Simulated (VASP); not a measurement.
Input of a VASP 6.6.1 run:

INCAR

```
SYSTEM = SiO2
  PREC = Accurate
  ENCUT = 520
  EDIFF = 1E-6
  ISMEAR = 0
  SIGMA = 0.05
  LREAL = .False.
  LASPH = .True.
  NELM = 60
  ALGO = Normal
  ISIF = 2
  LWAVE = .False.
  LCHARG = .True.
  GGA = PE
  LELF = .True.
  LVHAR = .True.
  NBANDS = 25
```

KPOINTS

```
regular mesh
0
Gamma
  6 6 8
  0 0 0
```

Contents of POSCAR:

```
SiO2
1.0
    4.3630000000      0.0000000000      0.0000000000
    0.0000000000      4.3630000000      0.0000000000
    0.0000000000      0.0000000000      2.8512000000
Si O
2 4
Direct
    0.5000000000      0.5000000000      0.5000000000
    0.0000000000      0.0000000000      0.0000000000
    0.6930127928      0.6930127928      0.0000000000
    0.1930127928      0.8069872072      0.5000000000
    0.3069872072      0.3069872072      0.0000000000
    0.8069872072      0.1930127928      0.5000000000
```

Potentials or basis: VASP PAW PBE potentials, release 64 (Si, O).

The run is started by

```sh
$ cat potpaw_PBE.64/Si/POTCAR potpaw_PBE.64/O/POTCAR > POTCAR
$ mpirun -np 1 vasp_std > vasp.out
```

Estimate the largest force.

0.389 eV/Å.

What does it give for the band gap on the k mesh?

3.01 eV, direct.

Predict the pressure.

-28.0 GPa.

Forces on the atoms (eV/Å):
```
Si   0.000  0.000  0.000
Si   0.000  0.000  0.000
O   -0.275 -0.275  0.000
O   -0.275  0.275  0.000
O    0.275  0.275  0.000
O    0.275 -0.275  0.000
```
